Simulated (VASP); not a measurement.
Crystal: NiMoIrPdW.

```
CELL_PARAMETERS angstrom
2.34460 -1.43138 0.00906
2.34460 1.43138 0.00906
-2.20600 0.00000 10.92374
ATOMIC_POSITIONS crystal
Ni 0.49838 0.49838 0.29525
Mo 0.31773 0.31773 0.91207
Pd 0.24733 0.24733 0.49061
Ir 0.74982 0.74982 0.10802
W 0.68673 0.68673 0.69406
```

```yaml
Program: VASP 6.6.1
Task: relaxation of cell and atoms
Functional: PBEsol
Potentials_or_basis: VASP PAW PBE potentials, release 64 (Ni, Mo_sv, Pd, Ir, W_sv)
Cutoff: 600 eV
k_mesh: 7 × 7 × 2
Occupations: fermi-dirac, width 0.05 eV
Spin: collinear spin, ferromagnetic start
Starting_moments: "[1.0, 1.0, 0.0, 0.6, 0.0] μB"
```

At the start: pressure -8.3 GPa; volume 14.68 Å³/atom.

How do energy, volume and symmetry change on relaxing?

Over 25 steps the energy falls by 13.6 meV/atom and the volume is 14.18 Å³/atom (-3.4 %); space group Cm (No. 8, to 0.1 Å) before and after; moment 0.00 μB per cell.

The path:
```tsv
step	energy change (eV)	largest force (eV/Å)	pressure (GPa)	volume (Å³)
1	0.0000	0.0758	-8.35	73.38
2	0.3626	0.7816	27.13	65.55
3	-0.0638	0.1418	-0.18	71.08
4	-0.0639	0.1456	-0.27	71.03
5	0.0366	0.4402	12.31	68.25
6	-0.0638	0.1513	0.26	70.96
7	-0.0665	0.0794	0.19	70.89
8	-0.0665	0.0828	0.18	70.88
9	-0.0673	0.0502	-0.31	71.01
10	-0.0673	0.0457	-0.38	71.03
11	-0.0675	0.0564	0.31	70.84
12	-0.0676	0.0433	0.09	70.90
13	-0.0676	0.0420	0.05	70.91
14	-0.0677	0.0270	0.09	70.90
15	-0.0678	0.0317	0.13	70.89
16	-0.0679	0.0373	-0.17	70.94
17	-0.0679	0.0378	-0.17	70.95
18	-0.0680	0.0280	-0.22	70.94
19	-0.0681	0.0272	-0.08	70.91
20	-0.0682	0.0205	0.06	70.86
21	-0.0681	0.0132	0.25	70.81
22	-0.0682	0.0114	0.38	70.82
23	-0.0682	0.0156	0.30	70.84
24	-0.0683	0.0206	0.00	70.93
25	-0.0682	0.0180	-0.04	70.89
```

Final structure:
```cif
data_structure
_symmetry_space_group_name_H-M 'P 1'
_symmetry_Int_Tables_number 1
_cell_length_a 2.7161
_cell_length_b 2.7161
_cell_length_c 11.0432
_cell_angle_alpha 99.718
_cell_angle_beta 99.718
_cell_angle_gamma 62.569
_cell_volume 70.89
loop_
_atom_site_label
_atom_site_type_symbol
_atom_site_fract_x
_atom_site_fract_y
_atom_site_fract_z
_atom_site_occupancy
Ni1 Ni 0.49674 0.49674 0.29631 1
Mo1 Mo 0.31372 0.31372 0.91162 1
Pd1 Pd 0.24938 0.24938 0.48954 1
Ir1 Ir 0.74781 0.74781 0.10884 1
W1 W 0.69235 0.69235 0.69370 1
```

Caveat: the k points lie up to 0.37 Å⁻¹ apart in the final cell; the moments typed at the start vanished in this run; the PAW data sets were made with another functional, which shifts forces and pressure a little.
